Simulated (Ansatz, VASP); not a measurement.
## Ta2N: VASP beside Ansatz

File INCAR:

```
ALGO = Normal ; EDIFF = 1E-6
ENCUT = 520 ; GGA = PS
ISIF = 2 ; ISMEAR = 0
LASPH = True ; LCHARG = False
LREAL = False ; LWAVE = False
NBANDS = 20 ; NELM = 60
PREC = Accurate ; SIGMA = 0.15
```

KPOINTS

```
k-points
0
Gamma
  18 18 10
```

File POSCAR:

```
Ta2N
1.0
    3.0875459033      0.0000000000      0.0000000000
   -1.5437729516      2.6738931876      0.0000000000
    0.0000000000      0.0000000000      4.9866953884
Ta N
2 1
Direct
    0.6666666667      0.3333333333      0.7463700642
    0.3333333333      0.6666666667      0.2536299358
    0.0000000000      0.0000000000      0.0000000000
```

Input for Ansatz:

```yaml
crystal:
  lattice:
    - [3.0875459033, 0.0, 0.0]
    - [-1.5437729516, 2.6738931876, 0.0]
    - [0.0, 0.0, 4.9866953884]
  atoms:
    - { symbol: Ta, position: [0.6666666667, 0.3333333333, 0.7463700642] }
    - { symbol: Ta, position: [0.3333333333, 0.6666666667, 0.2536299358] }
    - { symbol: "N", position: [0.0, 0.0, 0.0] }
basis:
  ecutwfc: 520.0
kpoints:
  mp_grid: { grid: [18, 18, 10] }
hamiltonian:
  xc: pbesol
  pseudopotentials: { kind: paw, azcp: { folder: soft_1 } }
scf:
  occupations: { method: gaussian, width: 0.15 }
output:
  forces: true
  stress: true
  eigenvalues: true
```

Alike in both runs: task single point; functional PBEsol; k mesh 18 × 18 × 10; occupations gaussian, width 0.15 eV; no spin polarisation.

```csv
,VASP,Ansatz
version,VASP 6.6.1,Ansatz 0.2.0
potentials or method,"VASP PAW PBE potentials, release 64 (Ta_pv, N), cutoff 520 eV","scalar-relativistic, plane waves, PAW"
valence electrons in the cell,27,31
```

|  | VASP | Ansatz | Ansatz less VASP |
| --- | --- | --- | --- |
| gap on the k mesh at the Fermi level (eV) | none | none | - |
| pressure (GPa) | -10.3 | -10.8 | -0.49 |
| traceless stress, the component that is largest in VASP (GPa) | -3.92 | -3.85 | +0.071 |
| rms of the force components (eV/Å) | 0.011 | 0.011 | 0.0000 |

VASP's potentials were made for PBE, not for PBEsol, and Ansatz warns of the same on its side. Atom by atom the forces differ by 0.023 eV/Å (rms over components). A gap of «none» marks a metal or a gap that the smearing closes. VASP's potentials hold 27 valence electrons a cell and Ansatz's 31, so a difference there can come from the potentials and not from the codes.

Spin-orbit coupling is off throughout.
